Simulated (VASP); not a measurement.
Write the native input for VASP 6.6.1 that does the following.

```yaml
Task: relaxation of cell and atoms
Functional: PBE
Potentials_or_basis: VASP PAW PBE potentials, release 64 (Ta_pv, Ru_pv)
Cutoff: 600 eV
k_mesh: 6 × 6 × 1
Occupations: gaussian, width 0.1 eV
Spin: no spin polarisation
Dipole_correction: no
Further_INCAR_settings: ALGO = Fast; EDIFF = 1e-07; IBRION = 2; EDIFFG = -0.04; NSW = 90; ISIF = 3
```

The structure of TaRu4 lies in POSCAR:

```
TaRu4
1.0
    2.7357085100      0.0000000000      0.0000000000
   -1.3678542500      2.3691930600      0.0000000000
    0.0000000000      0.0000000000     21.6745802200
Ta Ru
2 8
Direct
    0.3333333300      0.6666666700      0.7500000000
    0.6666666700      0.3333333300      0.2500000000
    0.3333333300      0.6666666700      0.9500000000
    0.3333333300      0.6666666700      0.1500000000
    0.3333333300      0.6666666700      0.3500000000
    0.3333333300      0.6666666700      0.5500000000
    0.6666666700      0.3333333300      0.8500000000
    0.6666666700      0.3333333300      0.0500000000
    0.6666666700      0.3333333300      0.4500000000
    0.6666666700      0.3333333300      0.6500000000
```

One way to write it, as run:

INCAR

```
PREC     = Accurate       # precision mode
ENCUT    = 600            # plane-wave cutoff, eV
EDIFF    = 1E-7           # SCF threshold, eV
ISMEAR   = 0              # smearing method
SIGMA    = 0.1            # smearing width, eV
LREAL    = False          # projectors in reciprocal space
LASPH    = True           # aspherical terms in the spheres
NELM     = 60             # most SCF steps
ALGO     = Fast           # electronic algorithm
ISIF     = 3              # what is computed and relaxed
LWAVE    = False          # write WAVECAR
LCHARG   = False          # write CHGCAR
GGA      = PE             # functional
IBRION   = 2              # ionic algorithm
NSW      = 90             # ionic steps
EDIFFG   = -0.04          # ionic threshold
```

KPOINTS

```
Automatic mesh
0
Gamma
  6 6 1
```

Potentials or basis: VASP PAW PBE potentials, release 64 (Ta_pv, Ru_pv).

The run is started by

```console
$ cat potpaw_PBE.64/Ta_pv/POTCAR potpaw_PBE.64/Ru_pv/POTCAR > POTCAR
$ mpirun -np 1 vasp_std > vasp.out
```

Results of the run:

```yaml
Relaxed_volume: 14.69 Å³/atom
Relaxed_cell: a = 2.765 Å, b = 2.765 Å, c = 22.188 Å, α = 90.00°, β = 90.00°, γ = 120.00°
Space_group_after_relaxing_to_0.1_Å: P6_3/mmc (No. 194)
Energy_gained_by_relaxing: 82.5 meV/atom
Ionic_steps: 9
Pressure_after_relaxing: 0.1 GPa
Largest_force_after_relaxing: 0.019 eV/Å
Band_gap_on_the_k_mesh: zero (bands 67 and 68 overlap by 2.13 eV)
```

Caveat: the k points lie up to 0.44 Å⁻¹ apart in the final cell, too coarse for converged energies and pressures of a metal; spin-orbit coupling is left out, which moves the levels of the heavy elements.

Run time: 10 min on 1 thread of Intel(R) Xeon(R) 6975P-C (Granite Rapids), with other jobs on the host, peak memory 0.37 GiB.
